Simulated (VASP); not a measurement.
Write the native input for VASP 6.6.1 that does the following.

```yaml
Task: single point
Functional: LDA
Potentials_or_basis: VASP PAW LDA potentials, release 64 (Cu, O)
Cutoff: 520 eV
k_mesh: 3 × 3 × 3
Occupations: fermi-dirac, width 0.05 eV
Spin: no spin polarisation
Dipole_correction: no
Further_INCAR_settings: LREAL = Auto; ALGO = Normal; EDIFF = 1e-06; NBANDS = 78
```

The structure of Cu8O7 (a cell with a defect) lies in POSCAR:

```
Cu8O7
1.0
    4.6837000000     -3.4226000000      0.0000000000
    4.6837000000      3.4226000000      0.0000000000
   -0.8500270000      0.0000000000      5.0578690000
Cu O
8 7
Direct
   -0.0163929086      0.2494260595      0.0194645215
    0.2434528228     -0.0143655024      0.5155627795
    0.0116509574      0.7537765344     -0.0116222860
    0.2573231375      0.4825995355      0.5135587735
    0.4804894169      0.2451344236      0.0157305379
    0.7478928474      0.0141416057      0.4844208104
    0.5143153671      0.7398588136     -0.0102224870
    0.7525871713      0.5172108492      0.4877150832
    0.2783670800      0.1988371904      0.2900680109
    0.2041040192      0.2589383557      0.7760960199
    0.2843262578      0.7129851721      0.2520338111
    0.2371790771      0.7597172060      0.7517492051
    0.7535506359      0.2440876545      0.2517854852
    0.7977158156      0.7197216006      0.2134574858
    0.7385276238      0.7933488124      0.7276141395
```

One way to write it, as run:

INCAR

```
ALGO = Normal
EDIFF = 1E-6
ENCUT = 520
GGA = CA
ISIF = 2
ISMEAR = -1
LASPH = True
LCHARG = False
LREAL = Auto
LWAVE = False
NBANDS = 78
NELM = 80
PREC = Accurate
SIGMA = 0.05
```

KPOINTS

```
k-points
0
Gamma
  3 3 3
```

Potentials or basis: VASP PAW LDA potentials, release 64 (Cu, O).

Command:

```console
$ cat potpaw_LDA.64/Cu/POTCAR potpaw_LDA.64/O/POTCAR > POTCAR
$ mpirun -np 1 vasp_std > vasp.out
```

It gave:

| Property | Result |
| --- | --- |
| Pressure | -6.2 GPa |
| Largest force | 0.101 eV/Å |
| Band gap on the k mesh | zero (bands 65 and 66 overlap by 0.14 eV) |

Caveat: the k points lie up to 0.41 Å⁻¹ apart; semilocal functionals often make such compounds metallic where correlation or magnetic order opens a gap, which also shifts bond lengths.

It took 6.8 min on 1 thread of Intel(R) Xeon(R) 6975P-C (Granite Rapids) (shared host), peak memory 0.3 GiB.
